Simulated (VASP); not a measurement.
# AlN (I4/mmm) in VASP: further runs, part 3 of 3

VASP 6.6.1.

### 5 Single point, r2SCAN (epitaxial xy strain -3.0%)

File POSCAR:

```
AlN
1.0
    0.0000000000      1.9583023986      2.0704327721
    1.9583023986      0.0000000000      2.0704327721
    1.9583023986      1.9583023986      0.0000000000
Al N
1 1
Direct
    0.0000000000      0.0000000000      0.0000000000
    0.5000000000      0.5000000000      0.5000000000
```

File INCAR.step1:

```
ALGO     = Normal         # electronic algorithm
EDIFF    = 1E-4           # SCF threshold, eV
ENCUT    = 520            # plane-wave cutoff, eV
GGA      = PE             # functional
ISMEAR   = 0              # smearing method
LASPH    = True           # aspherical terms in the spheres
LCHARG   = False          # write CHGCAR
LREAL    = False          # projectors in reciprocal space
LWAVE    = True           # write WAVECAR
NBANDS   = 11             # bands
NELM     = 60             # most SCF steps
PREC     = Accurate       # precision mode
SIGMA    = 0.01           # smearing width, eV
```

File INCAR.step2:

```
ALGO     = Normal         # electronic algorithm
EDIFF    = 1E-6           # SCF threshold, eV
ENCUT    = 520            # plane-wave cutoff, eV
ISIF     = 2              # what is computed and relaxed
ISMEAR   = 0              # smearing method
ISTART   = 1            
LASPH    = True           # aspherical terms in the spheres
LCHARG   = True           # write CHGCAR
LELF     = True           # ELF
LMIXTAU  = True         
LREAL    = False          # projectors in reciprocal space
LVHAR    = True         
LWAVE    = False          # write WAVECAR
METAGGA  = R2SCAN         # meta-GGA
NBANDS   = 11             # bands
NELM     = 60             # most SCF steps
PREC     = Accurate       # precision mode
SIGMA    = 0.01           # smearing width, eV
```

File KPOINTS:

```
k-points
0
Gamma
  10 10 10
```

Potentials or basis: VASP PAW PBE potentials, release 64 (Al, N).

Started as:

```bash
> cat potpaw_PBE.64/Al/POTCAR potpaw_PBE.64/N/POTCAR > POTCAR
> cp INCAR.step1 INCAR
> mpirun -np 1 vasp_std > vasp.out
> cp INCAR.step2 INCAR
> mpirun -np 1 vasp_std > vasp.out
```

OUTCAR:

```text
EDIFF = 1E-6
   ENCUT = 520
   ISIF = 2
   ISMEAR = 0
   ISTART = 1
   LASPH = True
   LREAL = False
   METAGGA = R2SCAN
   NELM = 60
   PREC = Accurate

 ion  position               nearest neighbor table
   1  0.000  0.000  0.000-   2 1.96   2 1.96   2 1.96   2 1.96   2 2.07   2 2.07
   2  0.500  0.500  0.500-   1 1.96   1 1.96   1 1.96   1 1.96   1 2.07   1 2.07

  LATTYP: Found a body centered tetragonal cell.
 ALAT       =     2.7694578113
 C/A-ratio  =     1.4951899709

  Lattice vectors:

 A1 = (  -1.9583023986,   0.0000000000,   2.0704327721)
 A2 = (   1.9583023986,   0.0000000000,   2.0704327721)
 A3 = (   0.0000000000,   1.9583023986,  -2.0704327721)

Analysis of symmetry for initial positions (statically):
=====================================================================
 Subroutine PRICEL returns:
 Original cell was already a primitive cell.

 Routine SETGRP: Setting up the symmetry group for a
 body centered tetragonal supercell.

 Subroutine GETGRP returns: Found 16 space group operations
 (whereof 16 operations were pure point group operations)
 out of a pool of 16 trial point group operations.

The static configuration has the point symmetry D_4h.

Analysis of symmetry for dynamics (positions and initial velocities):
=====================================================================
 Subroutine PRICEL returns:
 Original cell was already a primitive cell.

 Routine SETGRP: Setting up the symmetry group for a
 body centered tetragonal supercell.

 Subroutine GETGRP returns: Found 16 space group operations
 (whereof 16 operations were pure point group operations)
 out of a pool of 16 trial point group operations.

The dynamic configuration has the point symmetry D_4h.

 Subroutine INISYM returns: Found 16 space group operations
 (whereof 16 operations are pure point group operations),
 and found     1 'primitive' translations

----------------------------------------------------------------------------------------

                                     Primitive cell
[... 114 lines left out ...]
  Thomas-Fermi vector in A             =   2.433686
   LORBIT       =      0    0 simple, 1 ext, 2 COOP (PROOUT), +10 PAW based schemes
   METAGGA = R2SCAN    functional components
   LHFCALC =     F    Hartree Fock is set to
   AEXX    =    0.0000 exact exchange contribution
   IVDW    =     0    specifies the selected vdW correction
   LEPSILON=     F    determine dielectric tensor
   LRPA    =     F    only Hartree local field effects (RPA)
 non-spin polarized calculation
 Gauss-broadening in eV      SIGMA  =   0.01
  energy-cutoff  :      520.00
  volume of cell :       15.88
 maximum number of plane-waves:       440
 NGX is ok and might be reduce to    24
   NGX = 11   NGY = 11   NGZ = 11

 number of electron       7.9999999 magnetization

 Free energy of the ion-electron system (eV)
  ---------------------------------------------------
  ext. energy  EPLUGINS =         0.00000000
  ---------------------------------------------------
  free energy    TOTEN  =       -18.84549643 eV

  energy without entropy =      -18.84549643  energy(sigma->0) =      -18.84549643

 E-fermi :  10.6738     XC(G=0): -13.0727

 val. band max:       10.5219031607   @ k =   0.0000   0.0000   0.0000
 cond. band min:      16.0316377930   @ k =   0.5000   0.0000   0.5000
 fundamental gap:      5.5097346323
 Fermi energy:        10.6737903292

 k-point     1 :       0.0000    0.0000    0.0000
  band No.  band energies     occupation
      1      -8.4909      2.00000
      2      10.1569      2.00000
      3      10.1569      2.00000
      4      10.5219      2.00000
      5      17.3361      0.00000
      6      22.8343      0.00000
      7      23.6465      0.00000
      8      23.6465      0.00000
      9      28.3352      0.00000
     10      29.2822      0.00000
     11      29.7632      0.00000
[... 309 lines left out ...]
 k-point    24 :       0.4000    0.3000    0.0000
  band No.  band energies     occupation
      1      -5.5541      2.00000
      2       4.0375      2.00000
      3       7.4214      2.00000
      4       8.0657      2.00000
      5      17.7341      0.00000
      6      18.5659      0.00000
      7      23.7475      0.00000
      8      28.0922      0.00000
      9      28.8749      0.00000
     10      33.9660      0.00000
     11      37.0094      0.00000

 [... further k-points ...]
[... 5 lines left out ...]
  --------------------------------------------------------------------------------------
  -------------------------------------------------------------------------------------
  Total        1.7489650      1.7489650     -0.0997090      0.0000000      0.0000000     -0.0000000
  in kB      176.4578795    176.4578795    -10.0599139      0.0000000      0.0000000     -0.0000000
  external PRESSURE =     114.2852817 kB  Pullay stress =       0.0000000 kB

 VOLUME and BASIS-vectors are now :
 -----------------------------------------------------------------------------
  energy-cutoff  :      520.00
  volume of cell :       15.88
      direct lattice vectors                 reciprocal lattice vectors
     0.000000000  1.958302399  2.070432772    -0.255323182  0.255323182  0.241495405
     1.958302399  0.000000000  2.070432772     0.255323182 -0.255323182  0.241495405
     1.958302399  1.958302399  0.000000000     0.255323182  0.255323182 -0.241495405

 POSITION                                       TOTAL-FORCE (eV/Angst)
 -----------------------------------------------------------------------------------
      0.00000      0.00000      0.00000         0.000000     -0.000000      0.000000
      1.95830      1.95830      2.07043        -0.000000      0.000000     -0.000000
 -----------------------------------------------------------------------------------
    total drift:                               -0.000000     -0.000000      0.000000

  FREE ENERGIE OF THE ION-ELECTRON SYSTEM (eV)
  ---------------------------------------------------
  free  energy   TOTEN  =       -18.8454964252 eV

  energy  without entropy=      -18.8454964252  energy(sigma->0) =      -18.84549643
```

OUTCAR.step1:

```text
EDIFF = 1E-4
   ENCUT = 520
   GGA = PE
   ISMEAR = 0
   LASPH = True
[... 558 lines left out ...]
 -----------------------------------------------------------------------------------
      0.00000      0.00000      0.00000        -0.000000      0.000000     -0.000000
      1.95830      1.95830      2.07043         0.000000     -0.000000      0.000000
 -----------------------------------------------------------------------------------
    total drift:                               -0.000000     -0.000000      0.000000

  FREE ENERGIE OF THE ION-ELECTRON SYSTEM (eV)
  ---------------------------------------------------
  free  energy   TOTEN  =       -14.4618902391 eV

  energy  without entropy=      -14.4618902391  energy(sigma->0) =      -14.46189024
```

Run time: 23 s. Hardware: 1 thread of Intel Xeon 6975P-C (Granite Rapids), shared host; peak memory 0.15 GiB.

Results:

- Free energy: -18.8455 eV
- Pressure: 11.4 GPa
- Band gap on the k mesh: 5.51 eV, indirect (least direct gap 6.81 eV)

Stress tensor (GPa, compression positive):
```
17.65  0.00  0.00
 0.00 17.65  0.00
 0.00  0.00 -1.01
```

Caveat: the cell differs from its parent crystal (epitaxial xy strain -3.0%); the PAW data sets were made with another functional, which shifts forces and pressure a little.

### 6 Overview

| level | cell | smearing | gap on the mesh (eV) | pressure (GPa) |
| --- | --- | --- | --- | --- |
| PBE | a = 2.859, b = 2.859, c = 2.884 Å, angles 59.7, 59.7, 60.6°, 2 atoms | fermi-dirac 0.02 eV | 4.38 | 2.9 |
| PBE | a = 2.863, b = 2.863, c = 2.912 Å, angles 59.4, 59.4, 61.1°, 2 atoms | fermi-dirac 0.02 eV | 4.14 | 0.1 |
| r2SCAN | a = 2.850, b = 2.850, c = 2.741 Å, angles 61.3, 61.3, 57.5°, 2 atoms | gaussian 0.01 eV | 5.41 | 16.6 |
| r2SCAN | a = 2.850, b = 2.850, c = 2.769 Å, angles 60.9, 60.9, 58.1°, 2 atoms | gaussian 0.01 eV | 5.51 | 11.4 |

Alike in all rows: task single point; potentials or basis VASP PAW PBE potentials, release 64 (Al, N); no spin polarisation; k mesh 10 × 10 × 10; cutoff (eV) 520.

Caveats: the PAW data sets were made with another functional, which shifts forces and pressure a little (some runs).

Absolute energies hang on the potentials; compare differences alone.
